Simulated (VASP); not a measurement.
Write the native input for VASP 6.6.1 that does the following.

```yaml
Task: single point
Functional: PBE
Potentials_or_basis: VASP PAW PBE potentials, release 64 (B, F)
Cutoff: 600 eV
k_mesh: 8 × 8 × 6
Occupations: gaussian, width 0.2 eV
Spin: no spin polarisation
Dipole_correction: no
Further_INCAR_settings: ALGO = Normal; EDIFF = 1e-06; NBANDS = 12
```

The structure of BF lies in POSCAR:

```
BF
1.0
    2.8219843569      0.0000000000      0.0000000000
    0.0000000000      2.8219843569      0.0000000000
    0.0000000000      0.0000000000      2.0377431480
B F
1 1
Direct
    0.0000000000      0.0000000000      0.5000000000
    0.5000000000      0.5000000000      0.5000000000
```

These files were run (other wordings do the same):

INCAR

```
SYSTEM = BF
PREC = Accurate ; ENCUT = 600
EDIFF = 1E-6 ; ISMEAR = 0
SIGMA = 0.2 ; LREAL = .False.
LASPH = .True. ; NELM = 120
ALGO = Normal ; ISIF = 2
LWAVE = .False. ; LCHARG = .False.
GGA = PE ; NBANDS = 12
GGA_COMPAT = .False.
```

KPOINTS

```
Automatic mesh
0
Gamma
  8 8 6
  0 0 0
```

Potentials or basis: VASP PAW PBE potentials, release 64 (B, F).

Command:

```bash
$ cat potpaw_PBE.64/B/POTCAR potpaw_PBE.64/F/POTCAR > POTCAR
$ mpirun -np 1 vasp_std > vasp.out
```

It gave:

```json
{"Pressure": "0.1 GPa", "Band gap on the k mesh": "0.47 eV, direct"}
```

Caveat: the k points lie up to 0.51 Å⁻¹ apart.

Run time: 12 s on 1 thread of Intel Xeon 8259CL, on a shared host, peak memory 0.13 GiB.
